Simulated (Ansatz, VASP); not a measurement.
## Two plane-wave programs on Re

```
Re
1.0
     0.00000    2.23898    4.87055
     1.47082    0.00000    4.87055
     1.47082    2.23898    0.00000
Re
2
Direct
  0.86008 0.86008 0.13992
  0.13992 0.13992 0.86008
```

Alike in both runs: functional PBE; k mesh 22 × 22 × 22; occupations gaussian, width 0.1 eV; no spin polarisation.

Ansatz relaxed the structure, and its values are those at the end. VASP's run is a single point on that final structure, the one shown.

|  | VASP | Ansatz |
| --- | --- | --- |
| version | VASP 6.6.1 | Ansatz 0.2.0 |
| potentials or method | VASP PAW PBE potentials, release 64 (Re), cutoff 520 eV | scalar-relativistic, plane waves, PAW |
| valence electrons in the cell | 14 | 30 |

Ansatz gave:

| Item | Value |
| --- | --- |
| gap on the k mesh at the Fermi level (eV) | none |
| pressure (GPa) | 0.0 |
| rms of the force components (eV/Å) | 0.003 |

Task: Estimate VASP's values.

Result: gap on the k mesh at the Fermi level (eV): none; pressure (GPa): -0.6; rms of the force components (eV/Å): 0.021.

A gap of «none» marks a metal or a gap that the smearing closes. With one functional, cell and mesh, what is left measures potentials, basis and numerics. VASP's potentials hold 14 valence electrons a cell and Ansatz's 30, so a difference there can come from the potentials and not from the codes.

Spin-orbit coupling is off throughout.
